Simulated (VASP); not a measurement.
# Ti3Al2 in VASP: notebook

Runs on Ti3Al2. Level: PBE. Tasks: single point.

All numbers are computed with VASP 6.6.1; they aren't measurements. Logs are shortened: lines on timing, memory, paths and dates and some standing lists are left out, and cuts for length are marked.

**1. The cell of the first run**

It takes space group Fm-3m (No. 225, cubic). Conventional cell: a = 8.477 Å, b = 8.477 Å, c = 8.477 Å, α = 90.00°, β = 90.00°, γ = 90.00°. Within 2.8 Å of Ti (site symmetry 4mm) lie 2 Al at 2.08 to 2.16 Å. Within 3.9 Å of Al (site symmetry -43m) lie 12 Ti at 3.00 Å and 8 Al at 3.67 Å. Within 2.8 Å of Al (site symmetry m-3m) lie 6 Ti at 2.08 Å. Al (site symmetry m-3m) has 6 Ti at 2.16 Å within 2.9 Å.

The cell was built from a structure type or drawn by symmetry, and may not be a known phase.

**2. Single point, PBE**

Contents of INCAR:

```
PREC = Accurate
ENCUT = 520
EDIFF = 1E-6
ISMEAR = 0
SIGMA = 0.1
LREAL = False
LASPH = True
NELM = 80
ALGO = Normal
ISIF = 2
LWAVE = False
LCHARG = False
GGA = PE
NBANDS = 53
```

Contents of KPOINTS:

```
Automatic mesh
0
Gamma
  4 4 4
```

Contents of POSCAR:

```
Ti3Al2
1.0
    0.0000000000      4.2383469000      4.2383469000
    4.2383469000      0.0000000000      4.2383469000
    4.2383469000      4.2383469000      0.0000000000
Ti Al
6 4
Direct
    0.2453739700      0.7546260300      0.7546260300
    0.7546260300      0.2453739700      0.2453739700
    0.7546260300      0.2453739700      0.7546260300
    0.2453739700      0.7546260300      0.2453739700
    0.7546260300      0.7546260300      0.2453739700
    0.2453739700      0.2453739700      0.7546260300
    0.2500000000      0.2500000000      0.2500000000
    0.7500000000      0.7500000000      0.7500000000
    0.0000000000      0.0000000000      0.0000000000
    0.5000000000      0.5000000000      0.5000000000
```

Potentials or basis: VASP PAW PBE potentials, release 64 (Ti_sv, Al).

The run is started by

```
> cat potpaw_PBE.64/Ti_sv/POTCAR potpaw_PBE.64/Al/POTCAR > POTCAR
> mpirun -np 1 vasp_std > vasp.out
```

OUTCAR:

```text
PREC = Accurate
   ENCUT = 520
   EDIFF = 1E-6
   ISMEAR = 0
   LREAL = False
   LASPH = True
   NELM = 80
   ISIF = 2
   GGA = PE

 ion  position               nearest neighbor table
   1  0.245  0.755  0.755-   9 2.08  10 2.16   8 3.00   8 3.00   7 3.00   7 3.00
   2  0.755  0.245  0.245-   9 2.08  10 2.16   7 3.00   8 3.00   8 3.00   7 3.00
   3  0.755  0.245  0.755-   9 2.08  10 2.16   8 3.00   8 3.00   7 3.00   7 3.00
   4  0.245  0.755  0.245-   9 2.08  10 2.16   7 3.00   8 3.00   8 3.00   7 3.00
   5  0.755  0.755  0.245-   9 2.08  10 2.16   8 3.00   8 3.00   7 3.00   7 3.00
   6  0.245  0.245  0.755-   9 2.08  10 2.16   7 3.00   8 3.00   8 3.00   7 3.00
   7  0.250  0.250  0.250-   2 3.00   3 3.00   5 3.00   1 3.00   4 3.00   5 3.00   1 3.00   3 3.00
                             6 3.00   2 3.00   4 3.00   6 3.00
   8  0.750  0.750  0.750-   1 3.00   3 3.00   5 3.00   2 3.00   4 3.00   5 3.00   2 3.00   3 3.00
                             6 3.00   1 3.00   4 3.00   6 3.00
   9  0.000  0.000  0.000-   1 2.08   2 2.08   3 2.08   4 2.08   5 2.08   6 2.08
  10  0.500  0.500  0.500-   1 2.16   2 2.16   3 2.16   4 2.16   5 2.16   6 2.16

  LATTYP: Found a face centered cubic cell.
 ALAT       =     8.4766938000

  Lattice vectors:

 A1 = (   0.0000000000,   4.2383469000,   4.2383469000)
 A2 = (   4.2383469000,   0.0000000000,   4.2383469000)
 A3 = (   4.2383469000,   4.2383469000,   0.0000000000)

Analysis of symmetry for initial positions (statically):
=====================================================================
 Subroutine PRICEL returns:
 Original cell was already a primitive cell.

 Routine SETGRP: Setting up the symmetry group for a
 face centered cubic supercell.

 Subroutine GETGRP returns: Found 48 space group operations
 (whereof 48 operations were pure point group operations)
 out of a pool of 48 trial point group operations.

The static configuration has the point symmetry O_h .

Analysis of symmetry for dynamics (positions and initial velocities):
=====================================================================
 Subroutine PRICEL returns:
 Original cell was already a primitive cell.

 Routine SETGRP: Setting up the symmetry group for a
 face centered cubic supercell.

 Subroutine GETGRP returns: Found 48 space group operations
 (whereof 48 operations were pure point group operations)
 out of a pool of 48 trial point group operations.

The dynamic configuration has the point symmetry O_h .

 Subroutine INISYM returns: Found 48 space group operations
 (whereof 48 operations are pure point group operations),
 and found     1 'primitive' translations

----------------------------------------------------------------------------------------

                                     Primitive cell

  volume of cell :     152.2718

  direct lattice vectors                    reciprocal lattice vectors
     0.000000000  4.238346900  4.238346900    -0.117970523  0.117970523  0.117970523
     4.238346900  0.000000000  4.238346900     0.117970523 -0.117970523  0.117970523
     4.238346900  4.238346900  0.000000000     0.117970523  0.117970523 -0.117970523

  length of vectors
     5.993927668  5.993927668  5.993927668     0.204330939  0.204330939  0.204330939

  position of ions in fractional coordinates (direct lattice)
     0.245373970  0.754626030  0.754626030
     0.754626030  0.245373970  0.245373970
     0.754626030  0.245373970  0.754626030
     0.245373970  0.754626030  0.245373970
     0.754626030  0.754626030  0.245373970
     0.245373970  0.245373970  0.754626030
     0.250000000  0.250000000  0.250000000
     0.750000000  0.750000000  0.750000000
     0.000000000  0.000000000  0.000000000
     0.500000000  0.500000000  0.500000000

  ion indices of the primitive-cell ions
   primitive index   ion index
                 1           1
                 2           2
                 3           3
                 4           4
                 5           5
                 6           6
                 7           7
                 8           8
                 9           9
                10          10

----------------------------------------------------------------------------------------

 KPOINTS: Automatic mesh

Automatic generation of k-mesh.
 Grid dimensions read from file:
 generate k-points for:    4    4    4

 Generating k-lattice:

  Cartesian coordinates                     Fractional coordinates (reciprocal lattice)
    -0.029492631  0.029492631  0.029492631     0.250000000  0.000000000  0.000000000
     0.029492631 -0.029492631  0.029492631     0.000000000  0.250000000  0.000000000
     0.029492631  0.029492631 -0.029492631     0.000000000  0.000000000  0.250000000

  Length of vectors
     0.051082735  0.051082735  0.051082735

  Shift w.r.t. Gamma in fractional coordinates (k-lattice)
     0.000000000  0.000000000  0.000000000

 Subroutine IBZKPT returns following result:
 ===========================================

 Found      8 irreducible k-points:

 Following reciprocal coordinates:
            Coordinates               Weight
  0.000000  0.000000  0.000000      1.000000
  0.250000  0.000000  0.000000      8.000000
  0.500000  0.000000  0.000000      4.000000
  0.250000  0.250000  0.000000      6.000000
  0.500000  0.250000  0.000000     24.000000
 -0.250000  0.250000  0.000000     12.000000
  0.500000  0.500000  0.000000      3.000000
 -0.250000  0.500000  0.250000      6.000000
   k-points           NKPTS =      8   k-points in BZ     NKDIM =      8   number of bands    NBANDS=     53
   number of dos      NEDOS =    301   number of ions     NIONS =     10
   total plane-waves  NPLWV = 110592
   dimension x,y,z NGX =    48 NGY =   48 NGZ =   48
   dimension x,y,z NGXF=    96 NGYF=   96 NGZF=   96
   ions per type =               6   4
   NGX,Y,Z   is equivalent  to a cutoff of  13.31, 13.31, 13.31 a.u.
   NGXF,Y,Z  is equivalent  to a cutoff of  26.63, 26.63, 26.63 a.u.
 SYSTEM =  unknown system
   PREC   = accura    normal or accurate (medium, high low for compatibility)
   ISTART =      0    job   : 0-new  1-cont  2-samecut
   ICHARG =      2    charge: 1-file 2-atom 10-const
   ISPIN  =      1    spin polarized calculation?
   LNONCOLLINEAR =      F non collinear calculations
   LSORBIT =      F    spin-orbit coupling
   LASPH  =      T    aspherical Exc in radial PAW
   ENCUT  =  520.0 eV  38.22 Ry    6.18 a.u.  11.14 11.14 11.14*2*pi/ulx,y,z
   NELM   =     80;   NELMIN=  2; NELMDL= -5     # of ELM steps
   EDIFF  = 0.1E-05   stopping-criterion for ELM
   LREAL  =      F    real-space projection
   EDIFFG = 0.1E-04   stopping-criterion for IOM
   NSW    =      0    number of steps for IOM
   IBRION =     -1    ionic relax: 0-MD 1-quasi-New 2-CG
   NFREE  =      0    steps in history (QN), initial steepest desc. (CG)
   ISIF   =      2    stress and relaxation
   ISYM   =      2    0-nonsym 1-usesym 2-fastsym
   POTIM  = 0.5000    time-step for ionic-motion
   TEBEG  =    0.0;   TEEND  =   0.0 temperature during run
   PSTRESS=    0.0 pullay stress
   NELECT =      84.0000    total number of electrons
   NUPDOWN=      -1.0000    fix difference up-down
   EMIN   =  10.00;   EMAX   =-10.00  energy-range for DOS
   EFERMI =   0.00;   METHOD = LEGACY
   ISMEAR =     0;   SIGMA  =   0.10  broadening in eV -4-tet -1-fermi 0-gaus
   EFERMI_NEDOS =   21; number of points for ismear=-14 and -15
   IALGO  =     38    algorithm
   IMIX   =      4    mixing-type and parameters
     AMIX     =   0.40;   BMIX     =  1.00
     AMIX_MAG =   1.60;   BMIX_MAG =  1.00
  volume/ion in A,a.u.               =      15.23       102.76
  Fermi-wavevector in a.u.,A,eV,Ry     =   1.342646  2.537232 24.527188  1.802697
  Thomas-Fermi vector in A             =   2.470783
   LORBIT       =      0    0 simple, 1 ext, 2 COOP (PROOUT), +10 PAW based schemes
   GGA     = PE    functional components
   LHFCALC =     F    Hartree Fock is set to
   AEXX    =    0.0000 exact exchange contribution
   IVDW    =     0    specifies the selected vdW correction
   LEPSILON=     F    determine dielectric tensor
   LRPA    =     F    only Hartree local field effects (RPA)
 non-spin polarized calculation
 Gauss-broadening in eV      SIGMA  =   0.10
  energy-cutoff  :      520.00
  volume of cell :      152.27
 maximum number of plane-waves:      4128
 NGX is ok and might be reduce to    48

 number of electron      83.9999988 magnetization

 Free energy of the ion-electron system (eV)
  ---------------------------------------------------
  ext. energy  EPLUGINS =         0.00000000
  ---------------------------------------------------
  free energy    TOTEN  =       -50.60355218 eV

  energy without entropy =      -50.54477528  energy(sigma->0) =      -50.57416373

 E-fermi :   8.6484     XC(G=0): -11.3413

 val. band max:        8.6468217107   @ k =   0.5000   0.2500   0.0000
 cond. band min:       8.6706451696   @ k =   0.0000   0.0000   0.0000
 fundamental gap:      0.0238234589
 Fermi energy:         8.6484015992

 k-point     1 :       0.0000    0.0000    0.0000
  band No.  band energies     occupation
      1     -47.7052      2.00000
      2     -47.6374      2.00000
      3     -47.6374      2.00000
      4     -47.6374      2.00000
      5     -47.6090      2.00000
      6     -47.6090      2.00000
[... 45 lines left out ...]
     52      10.4658      0.00000
     53      10.4658      0.00000

 k-point     2 :       0.2500    0.0000    0.0000
  band No.  band energies     occupation
      1     -47.6959      2.00000
      2     -47.6468      2.00000
      3     -47.6335      2.00000
      4     -47.6335      2.00000
      5     -47.6129      2.00000
      6     -47.6129      2.00000
[... 45 lines left out ...]
     52      10.5834      0.00000
     53      10.5834      0.00000
[... 278 lines left out ...]
     52      10.3038      0.00000
     53      10.4391      0.00000

 k-point     8 :      -0.2500    0.5000    0.2500
  band No.  band energies     occupation
      1     -47.6722      2.00000
      2     -47.6539      2.00000
      3     -47.6378      2.00000
      4     -47.6378      2.00000
      5     -47.6184      2.00000
      6     -47.6158      2.00000
[... 45 lines left out ...]
     52      10.7102      0.00000
     53      10.7977      0.00000

------------------------ aborting loop because EDIFF is reached ----------------------------------------

  FORCE on cell =-STRESS in cart. coord.  units (eV):
  Direction    XX          YY          ZZ          XY          YZ          ZX
  --------------------------------------------------------------------------------------
  -------------------------------------------------------------------------------------
  Total       38.0642822     38.0642822     38.0642822      0.0000000      0.0000000      0.0000000
  in kB      400.5057275    400.5057275    400.5057275      0.0000000      0.0000000      0.0000000
  external PRESSURE =     400.5057275 kB  Pullay stress =       0.0000000 kB

 VOLUME and BASIS-vectors are now :
 -----------------------------------------------------------------------------
  energy-cutoff  :      520.00
  volume of cell :      152.27
      direct lattice vectors                 reciprocal lattice vectors
     0.000000000  4.238346900  4.238346900    -0.117970523  0.117970523  0.117970523
     4.238346900  0.000000000  4.238346900     0.117970523 -0.117970523  0.117970523
     4.238346900  4.238346900  0.000000000     0.117970523  0.117970523 -0.117970523

 POSITION                                       TOTAL-FORCE (eV/Angst)
 -----------------------------------------------------------------------------------
      6.39673      4.23835      4.23835        -1.535475     -0.000000     -0.000000
      2.07996      4.23835      4.23835         1.535475     -0.000000     -0.000000
      4.23835      6.39673      4.23835         0.000000     -1.535475     -0.000000
      4.23835      2.07996      4.23835         0.000000      1.535475     -0.000000
      4.23835      4.23835      6.39673         0.000000     -0.000000     -1.535475
      4.23835      4.23835      2.07996         0.000000     -0.000000      1.535475
      2.11917      2.11917      2.11917         0.000000     -0.000000     -0.000000
      6.35752      6.35752      6.35752         0.000000     -0.000000     -0.000000
      0.00000      0.00000      0.00000         0.000000     -0.000000     -0.000000
      4.23835      4.23835      4.23835         0.000000     -0.000000     -0.000000
 -----------------------------------------------------------------------------------
    total drift:                                0.000000      0.000000      0.000000

  FREE ENERGIE OF THE ION-ELECTRON SYSTEM (eV)
  ---------------------------------------------------
  free  energy   TOTEN  =       -50.6035521761 eV

  energy  without entropy=      -50.5447752750  energy(sigma->0) =      -50.57416373
```

It took 2.5 min on 1 thread of Intel Xeon 8259CL, shared host; peak memory 0.33 GiB.

Results:

| Quantity | Value |
| --- | --- |
| Free energy | -50.6036 eV |
| Pressure | 40.1 GPa |
| Largest force | 1.535 eV/Å |
| Band gap on the k mesh | zero (bands 42 and 43 overlap by 0.20 eV) |

Forces on the atoms (eV/Å):
```
Ti  -1.535  0.000  0.000
Ti   1.535  0.000  0.000
Ti   0.000 -1.535  0.000
Ti   0.000  1.535  0.000
Ti   0.000  0.000 -1.535
Ti   0.000  0.000  1.535
Al   0.000  0.000  0.000
Al   0.000  0.000  0.000
Al   0.000  0.000  0.000
Al   0.000  0.000  0.000
```

Caveat: the cell stands under pressure; forces of over 1 eV/Å act on the atoms, so gaps and moduli don't describe the material at rest.

**3. Single point, PBE**

This run uses another cell than the first one: it holds 5 atoms, not 10.

Contents of INCAR:

```
ALGO = Normal ; EDIFF = 1E-7
ENCUT = 520 ; GGA = PE
ISIF = 2 ; ISMEAR = 0
LASPH = True ; LCHARG = False
LREAL = False ; LWAVE = False
NBANDS = 29 ; NELM = 80
PREC = Accurate ; SIGMA = 0.1
```

Contents of KPOINTS:

```
k-points
0
Gamma
  8 8 8
```

Contents of POSCAR:

```
Ti3Al2
1.0
    4.6793316807      0.0000000000      0.0000000000
    0.0000000000      4.6793316807      0.0000000000
    0.0000000000      0.0000000000      4.6793316807
Ti Al
3 2
Direct
    0.5000000000      0.0000000000      0.0000000000
    0.0000000000      0.5000000000      0.0000000000
    0.0000000000      0.0000000000      0.5000000000
    0.5000000000      0.5000000000      0.5000000000
    0.0000000000      0.0000000000      0.0000000000
```

Potentials or basis: VASP PAW PBE potentials, release 64 (Ti_sv, Al).

The run is started by

```
> cat potpaw_PBE.64/Ti_sv/POTCAR potpaw_PBE.64/Al/POTCAR > POTCAR
> mpirun -np 1 vasp_std > vasp.out
```

OUTCAR:

```text
EDIFF = 1E-7
   ENCUT = 520
   GGA = PE
   ISIF = 2
   ISMEAR = 0
   LASPH = True
   LREAL = False
   NELM = 80
   PREC = Accurate

 ion  position               nearest neighbor table
   1  0.500  0.000  0.000-   5 2.34   5 2.34
   2  0.000  0.500  0.000-   5 2.34   5 2.34
   3  0.000  0.000  0.500-   5 2.34   5 2.34
   4  0.500  0.500  0.500-
   5  0.000  0.000  0.000-   1 2.34   2 2.34   3 2.34   3 2.34   2 2.34   1 2.34

  LATTYP: Found a simple cubic cell.
[... 969 lines left out ...]
  Direction    XX          YY          ZZ          XY          YZ          ZX
  --------------------------------------------------------------------------------------
  -------------------------------------------------------------------------------------
  Total        0.0093125      0.0093125      0.0093125     -0.0000000      0.0000000     -0.0000000
  in kB        0.1456219      0.1456219      0.1456219     -0.0000000      0.0000000     -0.0000000
  external PRESSURE =       0.1456219 kB  Pullay stress =       0.0000000 kB

 VOLUME and BASIS-vectors are now :
 -----------------------------------------------------------------------------
  energy-cutoff  :      520.00
  volume of cell :      102.46
      direct lattice vectors                 reciprocal lattice vectors
     4.679331681  0.000000000  0.000000000     0.213705732  0.000000000  0.000000000
     0.000000000  4.679331681  0.000000000     0.000000000  0.213705732  0.000000000
     0.000000000  0.000000000  4.679331681     0.000000000  0.000000000  0.213705732

 POSITION                                       TOTAL-FORCE (eV/Angst)
 -----------------------------------------------------------------------------------
      2.33967      0.00000      0.00000         0.000000      0.000000      0.000000
      0.00000      2.33967      0.00000         0.000000      0.000000      0.000000
      0.00000      0.00000      2.33967         0.000000      0.000000      0.000000
      2.33967      2.33967      2.33967         0.000000      0.000000      0.000000
      0.00000      0.00000      0.00000         0.000000      0.000000      0.000000
 -----------------------------------------------------------------------------------
    total drift:                                0.000000      0.000000     -0.000000

  FREE ENERGIE OF THE ION-ELECTRON SYSTEM (eV)
  ---------------------------------------------------
  free  energy   TOTEN  =       -27.9932620188 eV

  energy  without entropy=      -27.9702694771  energy(sigma->0) =      -27.98176575
```

OSZICAR:

```text
N       E                     dE             d eps       ncg     rms          rms(c)
DAV:   1     0.478758490300E+03    0.47876E+03   -0.20837E+04  2038   0.154E+03
DAV:   2     0.242927204113E+02   -0.45447E+03   -0.44577E+03  2045   0.480E+02
DAV:   3    -0.274708352700E+02   -0.51764E+02   -0.50806E+02  3542   0.140E+02
DAV:   4    -0.343514825562E+02   -0.68806E+01   -0.68464E+01  3247   0.413E+01
DAV:   5    -0.347513598174E+02   -0.39988E+00   -0.39974E+00  3134   0.882E+00    0.169E+01
DAV:   6    -0.281671708324E+02    0.65842E+01   -0.41089E+01  2774   0.433E+01    0.399E+00
DAV:   7    -0.279945525136E+02    0.17262E+00   -0.27948E+00  2917   0.108E+01    0.235E+00
DAV:   8    -0.279892673974E+02    0.52851E-02   -0.27105E-01  3061   0.272E+00    0.110E+00
DAV:   9    -0.279942782629E+02   -0.50109E-02   -0.79244E-02  2853   0.139E+00    0.437E-01
DAV:  10    -0.279932326869E+02    0.10456E-02   -0.19245E-02  3096   0.850E-01    0.134E-01
DAV:  11    -0.279932894257E+02   -0.56739E-04   -0.73156E-04  2884   0.163E-01    0.503E-02
DAV:  12    -0.279932630868E+02    0.26339E-04   -0.11582E-04  3087   0.595E-02    0.972E-03
DAV:  13    -0.279932615461E+02    0.15407E-05   -0.18395E-05  2805   0.187E-02    0.498E-03
DAV:  14    -0.279932616394E+02   -0.93331E-07   -0.36439E-06  2628   0.838E-03    0.835E-04
DAV:  15    -0.279932619134E+02   -0.27395E-06   -0.92528E-08  1941   0.194E-03    0.301E-04
DAV:  16    -0.279932620251E+02   -0.11176E-06   -0.17921E-08  1460   0.102E-03    0.992E-05
DAV:  17    -0.279932620188E+02    0.63601E-08   -0.72952E-09  1465   0.640E-04
   1 F= -.27993262E+02 E0= -.27981766E+02  d E =-.229925E-01
```

It took 3.2 min on 1 thread of Intel Xeon 8259CL, shared host; peak memory 0.25 GiB.

What came out:

| Item | Value |
| --- | --- |
| Free energy | -27.9933 eV |
| Pressure | 0.0 GPa |
| Band gap on the k mesh | zero (bands 21 and 22 overlap by 0.98 eV) |
